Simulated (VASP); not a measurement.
CdF2:

```
Cd F
1.0
     0.00000    2.66696    2.66696
     2.66696    0.00000    2.66696
     2.66696    2.66696    0.00000
Cd F
1 2
Direct
  0.00000 0.00000 0.00000
  0.25000 0.25000 0.25000
  0.75000 0.75000 0.75000
```

This cell differs from its parent crystal: volume changed by -3%.

Base run:

```yaml
Program: VASP 6.6.1
Functional: r2SCAN
Potentials_or_basis: VASP PAW PBE potentials, release 64 (Cd, F)
Cutoff: 520 eV
k_mesh: 6 × 6 × 6
Occupations: gaussian, width 0.01 eV
Spin: no spin polarisation
```

Its results: band gap on the k mesh 3.88 eV, indirect (least direct gap 4.32 eV); pressure 4.9 GPa.

Problem. The run is repeated on the same cell with these changes: potentials or basis from VASP PAW PBE potentials, release 64 (Cd, F) to VASP PAW PBE potentials, release 64 (Cd_sv_GW, F); cutoff from 520 eV to 660 eV; further incar settings from ALGO = Normal; EDIFF = 1e-07; NBANDS = 20 to ALGO = Normal; EDIFF = 1e-06; NBANDS = 24; valence electrons from 26 to 34. What comes out?

Solution. Band gap on the k mesh 3.92 eV, indirect (least direct gap 4.37 eV); pressure 3.2 GPa.

Caveats: the PAW data sets were made with another functional, which shifts forces and pressure a little.

A k mesh can miss the band edges.
